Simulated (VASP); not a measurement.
Here is a VASP 6.6.1 calculation.

The input POSCAR:

```
YSb
1.0
    0.0000000000      3.1036060870      3.1036060870
    3.1036060870      0.0000000000      3.1036060870
    3.1036060870      3.1036060870      0.0000000000
Sb Y
1 1
Direct
    0.0000000000      0.0000000000      0.0000000000
    0.5000000000      0.5000000000      0.5000000000
```

INCAR.step1

```
SYSTEM = YSb
PREC = Accurate
ENCUT = 520
ISMEAR = -1
SIGMA = 0.1
LREAL = .False.
LASPH = .True.
NELM = 150
LNONCOLLINEAR = .True.
MAGMOM = 0 0 0 0 0 0
LSORBIT = .True.
GGA_COMPAT = .False.
LMAXMIX = 4
NBANDS = 28
GGA = PE
ALGO = Normal
EDIFF = 1E-4
LWAVE = .True.
LCHARG = .False.
```

File INCAR.step2:

```
SYSTEM = YSb
PREC = Accurate
ENCUT = 520
EDIFF = 1E-7
ISMEAR = -1
SIGMA = 0.1
LREAL = .False.
LASPH = .True.
NELM = 150
ALGO = Normal
ISIF = 2
LWAVE = .False.
LCHARG = .False.
LNONCOLLINEAR = .True.
MAGMOM = 0 0 0 0 0 0
LORBIT = 11
LSORBIT = .True.
GGA_COMPAT = .False.
LORBMOM = .True.
LMAXMIX = 4
METAGGA = R2SCAN
LMIXTAU = .True.
NBANDS = 28
ISTART = 1
```

The input KPOINTS:

```
regular mesh
0
Gamma
  9 9 9
  0 0 0
```

Potentials or basis: VASP PAW PBE potentials, release 64 (Sb, Y_sv).

The run is started by

```console
$ cat potpaw_PBE.64/Sb/POTCAR potpaw_PBE.64/Y_sv/POTCAR > POTCAR
$ cp INCAR.step1 INCAR
$ mpirun -np 1 vasp_ncl > vasp.out
$ cp INCAR.step2 INCAR
$ mpirun -np 1 vasp_ncl > vasp.out
```

Task: What does it give for the pressure?

Result: 0.1 GPa.

Task: Estimate the net moment.

Result: 0.00 μB per cell.

Moments on the atoms (μB; x, y, z):
```
Sb  0.00 0.00 0.00
Y   0.00 0.00 0.00
```

Caveat: the PAW data sets were made with another functional, which shifts forces and pressure a little.
